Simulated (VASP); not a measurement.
Runs of VASP 6.6.1 on AlNi3. The structure is that of space group Pm-3m (No. 221), or close to it. The cells are those of the table. 

| cell | k mesh | gap on the mesh (eV) | pressure (GPa) | moment (μB) |
| --- | --- | --- | --- | --- |
| a = 3.548 Å, 4 atoms | 12 × 12 × 12 | none | 3.1 | 0.70 |
| a = 3.674, b = 3.529, c = 3.529 Å, 4 atoms | 14 × 14 × 14 | none | (a) | 0.70 |
| a = 3.587 Å, 4 atoms | 12 × 12 × 12 | none | -2.9 | (c) |
| a = 3.519 Å, 4 atoms | 12 × 12 × 12 | none | 7.9 | 0.69 |
| a = 3.567 Å, 4 atoms | 14 × 14 × 14 | none | 0.1 | 0.71 |
| a = 3.674, b = 3.674, c = 3.427 Å, 4 atoms | 14 × 14 × 14 | none | (b) | 0.66 |

Alike in all rows: task single point; level PBE; potentials or basis VASP PAW PBE potentials, release 64 (Al, Ni); spin collinear, ferromagnetic start; cutoff (eV) 520; smearing gaussian 0.1 eV.

Task: Fill in the values left out.

Result: (a) -1.4; (b) -3.2; (c) 0.72.

Caveats: the cell stands under pressure (at least some runs); the cell stands under tension (at least some runs).

A gap of «none» marks levels without a gap at the run's occupations.
